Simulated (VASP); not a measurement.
# Mg2Sn (Fm-3m) in VASP: further runs

The runs below take Mg2Sn through single point, with LDA.

All numbers are computed with VASP 6.6.1; they aren't measurements. Logs are shortened: lines on timing, memory, paths and dates and some standing lists are left out, and cuts for length are marked.

### Step 1. The cell of the first run

It takes space group Fm-3m (No. 225, cubic). The conventional cell has a = 6.409 Å, b = 6.409 Å, c = 6.409 Å, α = 90.00°, β = 90.00°, γ = 90.00°. Within 3.7 Å of Mg (site symmetry -43m) lie 4 Sn at 2.78 Å and 6 Mg at 3.20 Å. Within 3.7 Å of Sn (site symmetry m-3m) lie 8 Mg at 2.78 Å.

### Step 2. Single point, LDA

Input file INCAR:

```
ALGO = Normal
EDIFF = 1E-6
ENCUT = 600
GGA_COMPAT = False
ISIF = 2
ISMEAR = -1
LASPH = True
LCHARG = True
LELF = True
LREAL = False
LVHAR = True
LWAVE = False
NBANDS = 16
NELM = 120
PREC = Accurate
SIGMA = 0.1
```

Input file KPOINTS:

```
k-points
0
Gamma
  12 12 12
```

Input file POSCAR:

```
Mg2Sn
1.0
    0.0000000000      3.2045282963      3.2045282963
    3.2045282963      0.0000000000      3.2045282963
    3.2045282963      3.2045282963      0.0000000000
Mg Sn
2 1
Direct
    0.2500000000      0.2500000000      0.2500000000
    0.7500000000      0.7500000000      0.7500000000
    0.0000000000      0.0000000000      0.0000000000
```

Potentials or basis: VASP PAW LDA potentials, release 64 (Mg, Sn_d).

On the command line:

```
> cat potpaw_LDA.64/Mg/POTCAR potpaw_LDA.64/Sn_d/POTCAR > POTCAR
> mpirun -np 1 vasp_std > vasp.out
```

OUTCAR:

```text
EDIFF = 1E-6
   ENCUT = 600
   ISIF = 2
   ISMEAR = -1
   LASPH = True
   LREAL = False
   NELM = 120
   PREC = Accurate

 ion  position               nearest neighbor table
   1  0.250  0.250  0.250-   3 2.78   3 2.78   3 2.78   3 2.78   2 3.20   2 3.20   2 3.20   2 3.20
                             2 3.20   2 3.20
   2  0.750  0.750  0.750-   3 2.78   3 2.78   3 2.78   3 2.78   1 3.20   1 3.20   1 3.20   1 3.20
                             1 3.20   1 3.20
   3  0.000  0.000  0.000-   1 2.78   2 2.78   2 2.78   2 2.78   2 2.78   1 2.78   1 2.78   1 2.78

  LATTYP: Found a face centered cubic cell.
 ALAT       =     6.4090565926

  Lattice vectors:

 A1 = (   0.0000000000,   3.2045282963,   3.2045282963)
 A2 = (   3.2045282963,   0.0000000000,   3.2045282963)
 A3 = (   3.2045282963,   3.2045282963,   0.0000000000)

Analysis of symmetry for initial positions (statically):
=====================================================================
 Subroutine PRICEL returns:
 Original cell was already a primitive cell.

 Routine SETGRP: Setting up the symmetry group for a
 face centered cubic supercell.

 Subroutine GETGRP returns: Found 48 space group operations
 (whereof 48 operations were pure point group operations)
 out of a pool of 48 trial point group operations.

The static configuration has the point symmetry O_h .

Analysis of symmetry for dynamics (positions and initial velocities):
=====================================================================
 Subroutine PRICEL returns:
 Original cell was already a primitive cell.

 Routine SETGRP: Setting up the symmetry group for a
 face centered cubic supercell.

 Subroutine GETGRP returns: Found 48 space group operations
 (whereof 48 operations were pure point group operations)
 out of a pool of 48 trial point group operations.

The dynamic configuration has the point symmetry O_h .

 Subroutine INISYM returns: Found 48 space group operations
 (whereof 48 operations are pure point group operations),
 and found     1 'primitive' translations

----------------------------------------------------------------------------------------

                                     Primitive cell

  volume of cell :      65.8146

  direct lattice vectors                    reciprocal lattice vectors
     0.000000000  3.204528296  3.204528296    -0.156029204  0.156029204  0.156029204
     3.204528296  0.000000000  3.204528296     0.156029204 -0.156029204  0.156029204
     3.204528296  3.204528296  0.000000000     0.156029204  0.156029204 -0.156029204

  length of vectors
     4.531887378  4.531887378  4.531887378     0.270250509  0.270250509  0.270250509

  position of ions in fractional coordinates (direct lattice)
     0.250000000  0.250000000  0.250000000
     0.750000000  0.750000000  0.750000000
     0.000000000  0.000000000  0.000000000

  ion indices of the primitive-cell ions
   primitive index   ion index
                 1           1
                 2           2
                 3           3

----------------------------------------------------------------------------------------

 KPOINTS: k-points

Automatic generation of k-mesh.
 Grid dimensions read from file:
 generate k-points for:   12   12   12

 Generating k-lattice:

  Cartesian coordinates                     Fractional coordinates (reciprocal lattice)
    -0.013002434  0.013002434  0.013002434     0.083333333  0.000000000  0.000000000
     0.013002434 -0.013002434  0.013002434     0.000000000  0.083333333  0.000000000
     0.013002434  0.013002434 -0.013002434     0.000000000  0.000000000  0.083333333

  Length of vectors
     0.022520876  0.022520876  0.022520876

  Shift w.r.t. Gamma in fractional coordinates (k-lattice)
     0.000000000  0.000000000  0.000000000

 Subroutine IBZKPT returns following result:
 ===========================================

 Found     72 irreducible k-points:

 Following reciprocal coordinates:
            Coordinates               Weight
  0.000000  0.000000  0.000000      1.000000
  0.083333  0.000000  0.000000      8.000000
  0.166667  0.000000  0.000000      8.000000
  0.250000  0.000000  0.000000      8.000000
  0.333333  0.000000  0.000000      8.000000
  0.416667  0.000000  0.000000      8.000000
[... 16 lines left out ...]
  0.500000  0.166667  0.000000     24.000000
 -0.416667  0.166667  0.000000     24.000000
 [... further k-points ...]
   k-points           NKPTS =     72   k-points in BZ     NKDIM =     72   number of bands    NBANDS=     16
   number of dos      NEDOS =    301   number of ions     NIONS =      3
   total plane-waves  NPLWV =  46656
   dimension x,y,z NGX =    36 NGY =   36 NGZ =   36
   dimension x,y,z NGXF=    72 NGYF=   72 NGZF=   72
   ions per type =               2   1
   NGX,Y,Z   is equivalent  to a cutoff of  13.21, 13.21, 13.21 a.u.
   NGXF,Y,Z  is equivalent  to a cutoff of  26.41, 26.41, 26.41 a.u.
 SYSTEM =  unknown system
   PREC   = accura    normal or accurate (medium, high low for compatibility)
   ISTART =      0    job   : 0-new  1-cont  2-samecut
   ICHARG =      2    charge: 1-file 2-atom 10-const
   ISPIN  =      1    spin polarized calculation?
   LNONCOLLINEAR =      F non collinear calculations
   LSORBIT =      F    spin-orbit coupling
   LASPH  =      T    aspherical Exc in radial PAW
   ENCUT  =  600.0 eV  44.10 Ry    6.64 a.u.   9.05  9.05  9.05*2*pi/ulx,y,z
   NELM   =    120;   NELMIN=  2; NELMDL= -5     # of ELM steps
   EDIFF  = 0.1E-05   stopping-criterion for ELM
   LREAL  =      F    real-space projection
   EDIFFG = 0.1E-04   stopping-criterion for IOM
   NSW    =      0    number of steps for IOM
   IBRION =     -1    ionic relax: 0-MD 1-quasi-New 2-CG
   NFREE  =      0    steps in history (QN), initial steepest desc. (CG)
   ISIF   =      2    stress and relaxation
   ISYM   =      2    0-nonsym 1-usesym 2-fastsym
   POTIM  = 0.5000    time-step for ionic-motion
   TEBEG  =    0.0;   TEEND  =   0.0 temperature during run
   PSTRESS=    0.0 pullay stress
   NELECT =      18.0000    total number of electrons
   NUPDOWN=      -1.0000    fix difference up-down
   EMIN   =  10.00;   EMAX   =-10.00  energy-range for DOS
   EFERMI =   0.00;   METHOD = LEGACY
   ISMEAR =    -1;   SIGMA  =   0.10  broadening in eV -4-tet -1-fermi 0-gaus
   EFERMI_NEDOS =   21; number of points for ismear=-14 and -15
   IALGO  =     38    algorithm
   IMIX   =      4    mixing-type and parameters
     AMIX     =   0.40;   BMIX     =  1.00
     AMIX_MAG =   1.60;   BMIX_MAG =  1.00
  volume/ion in A,a.u.               =      21.94       148.05
  Fermi-wavevector in a.u.,A,eV,Ry     =   1.062653  2.008123 15.364132  1.129232
  Thomas-Fermi vector in A             =   2.198111
   LORBIT       =      0    0 simple, 1 ext, 2 COOP (PROOUT), +10 PAW based schemes
   GGA     = CA    functional components
   LHFCALC =     F    Hartree Fock is set to
   AEXX    =    0.0000 exact exchange contribution
   IVDW    =     0    specifies the selected vdW correction
   LEPSILON=     F    determine dielectric tensor
   LRPA    =     F    only Hartree local field effects (RPA)
 non-spin polarized calculation
  energy-cutoff  :      600.00
  volume of cell :       65.81
 maximum number of plane-waves:      2214
   NGX = 19   NGY = 19   NGZ = 19

 number of electron      18.0000005 magnetization

 Free energy of the ion-electron system (eV)
  ---------------------------------------------------
  ext. energy  EPLUGINS =         0.00000000
  ---------------------------------------------------
  free energy    TOTEN  =        -8.79560087 eV

  energy without entropy =       -8.78698174  energy(sigma->0) =       -8.79129131

 E-fermi :   5.2995     XC(G=0):  -9.5916

 val. band max:        5.2902509105   @ k =   0.0000   0.0000   0.0000
 cond. band min:       5.3852712827   @ k =   0.5000   0.5000   0.0000
 fundamental gap:      0.0950203721
 Fermi energy:         5.2995108501

 k-point     1 :       0.0000    0.0000    0.0000
  band No.  band energies     occupation
      1     -15.7149      2.00000
      2     -15.7149      2.00000
      3     -15.7149      2.00000
      4     -15.6546      2.00000
      5     -15.6546      2.00000
      6      -4.6253      2.00000
[... 8 lines left out ...]
     15      11.0830      0.00000
     16      11.0830      0.00000

 k-point     2 :       0.0833    0.0000    0.0000
  band No.  band energies     occupation
      1     -15.7148      2.00000
      2     -15.7144      2.00000
      3     -15.7144      2.00000
      4     -15.6546      2.00000
      5     -15.6546      2.00000
      6      -4.5592      2.00000
[... 8 lines left out ...]
     15      10.4340      0.00000
     16      10.6844      0.00000

 k-point     3 :       0.1667    0.0000    0.0000
  band No.  band energies     occupation
      1     -15.7146      2.00000
      2     -15.7132      2.00000
      3     -15.7132      2.00000
      4     -15.6544      2.00000
      5     -15.6544      2.00000
      6      -4.3643      2.00000
[... 8 lines left out ...]
     15       9.9412      0.00000
     16      10.7894      0.00000

 k-point     4 :       0.2500    0.0000    0.0000
  band No.  band energies     occupation
      1     -15.7143      2.00000
      2     -15.7117      2.00000
      3     -15.7117      2.00000
      4     -15.6541      2.00000
      5     -15.6541      2.00000
      6      -4.0533      2.00000
[... 8 lines left out ...]
     15      10.1899      0.00000
     16      10.8327      0.00000
[... 324 lines left out ...]
 k-point    22 :       0.4167    0.1667    0.0000
  band No.  band energies     occupation
      1     -15.7153      2.00000
      2     -15.7086      2.00000
      3     -15.7073      2.00000
      4     -15.6556      2.00000
      5     -15.6518      2.00000
      6      -3.3184      2.00000
[... 8 lines left out ...]
     15      12.7300      0.00000
     16      13.5863      0.00000

 k-point    23 :       0.5000    0.1667    0.0000
  band No.  band energies     occupation
      1     -15.7140      2.00000
      2     -15.7088      2.00000
      3     -15.7069      2.00000
      4     -15.6549      2.00000
      5     -15.6522      2.00000
      6      -2.9909      2.00000
[... 8 lines left out ...]
     15      12.7903      0.00000
     16      13.6144      0.00000

 k-point    24 :      -0.4167    0.1667    0.0000
  band No.  band energies     occupation
      1     -15.7128      2.00000
      2     -15.7094      2.00000
      3     -15.7073      2.00000
      4     -15.6542      2.00000
      5     -15.6529      2.00000
      6      -2.9354      2.00000
[... 8 lines left out ...]
     15      11.6151      0.00000
     16      12.4688      0.00000

 [... further k-points ...]

------------------------ aborting loop because EDIFF is reached ----------------------------------------

  FORCE on cell =-STRESS in cart. coord.  units (eV):
  Direction    XX          YY          ZZ          XY          YZ          ZX
  --------------------------------------------------------------------------------------
  -------------------------------------------------------------------------------------
  Total        2.8015875      2.8015875      2.8015875      0.0000000     -0.0000000      0.0000000
  in kB       68.2012675     68.2012675     68.2012675      0.0000000     -0.0000000      0.0000000
  external PRESSURE =      68.2012675 kB  Pullay stress =       0.0000000 kB

 VOLUME and BASIS-vectors are now :
 -----------------------------------------------------------------------------
  energy-cutoff  :      600.00
  volume of cell :       65.81
      direct lattice vectors                 reciprocal lattice vectors
     0.000000000  3.204528296  3.204528296    -0.156029204  0.156029204  0.156029204
     3.204528296  0.000000000  3.204528296     0.156029204 -0.156029204  0.156029204
     3.204528296  3.204528296  0.000000000     0.156029204  0.156029204 -0.156029204

 POSITION                                       TOTAL-FORCE (eV/Angst)
 -----------------------------------------------------------------------------------
      1.60226      1.60226      1.60226         0.000000      0.000000      0.000000
      4.80679      4.80679      4.80679         0.000000     -0.000000     -0.000000
      0.00000      0.00000      0.00000        -0.000000      0.000000     -0.000000
 -----------------------------------------------------------------------------------
    total drift:                               -0.000000      0.000000     -0.000000

  FREE ENERGIE OF THE ION-ELECTRON SYSTEM (eV)
  ---------------------------------------------------
  free  energy   TOTEN  =        -8.7956008692 eV

  energy  without entropy=       -8.7869817434  energy(sigma->0) =       -8.79129131
```

It took 95 s on 1 thread of Oxide Virtual Turin-like, shared host; peak memory 0.2 GiB.

What came out:

- Free energy: -8.7956 eV
- Pressure: 6.8 GPa
- Band gap on the k mesh: zero (bands 9 and 10 overlap by 0.01 eV)

Caveat: the cell stands under pressure; spin-orbit coupling is left out, which moves the levels of the heavy elements.

### Step 3. Single point, LDA

This run uses another cell than the first one, of 22.92 Å³/atom.

Input file INCAR:

```
PREC = Accurate ; ENCUT = 600
EDIFF = 1E-6 ; ISMEAR = -1
SIGMA = 0.1 ; LREAL = F
LASPH = T ; NELM = 120
ALGO = Normal ; ISIF = 2
LWAVE = F ; LCHARG = F
NBANDS = 16 ; GGA_COMPAT = F
```

Input file KPOINTS:

```
regular mesh
0
Gamma
  12 12 12
```

Input file POSCAR:

```
Mg2Sn
1.0
    0.0000000000      3.2515557277      3.2515557277
    3.2515557277      0.0000000000      3.2515557277
    3.2515557277      3.2515557277      0.0000000000
Mg Sn
2 1
Direct
    0.2500000000      0.2500000000      0.2500000000
    0.7500000000      0.7500000000      0.7500000000
    0.0000000000      0.0000000000      0.0000000000
```

Potentials or basis: VASP PAW LDA potentials, release 64 (Mg, Sn_d).

On the command line:

```
> cat potpaw_LDA.64/Mg/POTCAR potpaw_LDA.64/Sn_d/POTCAR > POTCAR
> mpirun -np 1 vasp_std > vasp.out
```

Run time: 78 s. Hardware: 1 thread of Oxide Virtual Turin-like, shared host; peak memory 0.23 GiB.

It converged, with:

- Free energy: -8.8903 eV
- Pressure: 3.7 GPa

Levels at points of the mesh, in eV from the Fermi level:
```csv
k point,band 7,band 8,band 9,band 10,band 11,band 12
"(0.00, 0.00, 0.00)",0.00,0.00,0.00,1.99,2.35,2.35
"(0.50, 0.00, 0.00)",-5.22,-0.89,-0.89,1.06,2.33,2.33
"(0.50, 0.50, 0.00)",-4.94,-2.30,-2.30,0.01,0.04,7.71
```

Caveat: the cell stands under pressure; spin-orbit coupling is left out, which moves the levels of the heavy elements.

The gap in the log of VASP goes by the Fermi energy; the results here count the filled bands.